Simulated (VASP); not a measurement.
Set up this calculation in VASP 6.6.1, as the native input.

```
Task                   : single point
Functional             : PBE
Potentials or basis    : VASP PAW PBE potentials, release 64 (Hf_pv, Si, N)
Cutoff                 : 520 eV
k mesh                 : 12 × 12 × 8
Occupations            : gaussian, width 0.1 eV
Spin                   : no spin polarisation
Dipole correction      : no
Further INCAR settings : ALGO = Normal; EDIFF = 1e-06; NBANDS = 30
```

The structure of Hf3Si2N lies in POSCAR:

```
Hf3Si2N
1.0
    4.5165428458      0.0000000000      0.0000000000
   -2.2582714229      3.9114408417      0.0000000000
    0.0000000000      0.0000000000      5.5159514678
Hf Si N
3 2 1
Direct
    0.6666666667      0.3333333333      0.5000000000
    0.0000000000      0.0000000000      0.0000000000
    0.0000000000      0.0000000000      0.5000000000
    0.3333333333      0.6666666667      0.2597951094
    0.3333333333      0.6666666667      0.7402048906
    0.6666666667      0.3333333333      0.0000000000
```

The cell was built from a structure type or drawn by symmetry, and may not be a known phase.

The input as run:

INCAR

```
  PREC = Accurate
  ENCUT = 520
  EDIFF = 1E-6
  ISMEAR = 0
  SIGMA = 0.1
  LREAL = F
  LASPH = T
  NELM = 80
  ALGO = Normal
  ISIF = 2
  LWAVE = F
  LCHARG = F
  GGA = PE
  NBANDS = 30
```

KPOINTS

```
regular mesh
0
Gamma
  12 12 8
```

Potentials or basis: VASP PAW PBE potentials, release 64 (Hf_pv, Si, N).

Launch:

```console
$ cat potpaw_PBE.64/Hf_pv/POTCAR potpaw_PBE.64/Si/POTCAR potpaw_PBE.64/N/POTCAR > POTCAR
$ mpirun -np 1 vasp_std > vasp.out
```

It gave:

```yaml
Pressure: -0.6 GPa
Largest_force: 0.015 eV/Å
Band_gap_on_the_k_mesh: zero (an odd number of electrons rules out a gap without spin polarisation)
```

Caveat: spin-orbit coupling is left out, which moves the levels of the heavy elements.

It took 3.1 min on 1 thread of AMD EPYC 9R14 (Zen 4) (shared host), peak memory 0.36 GiB.
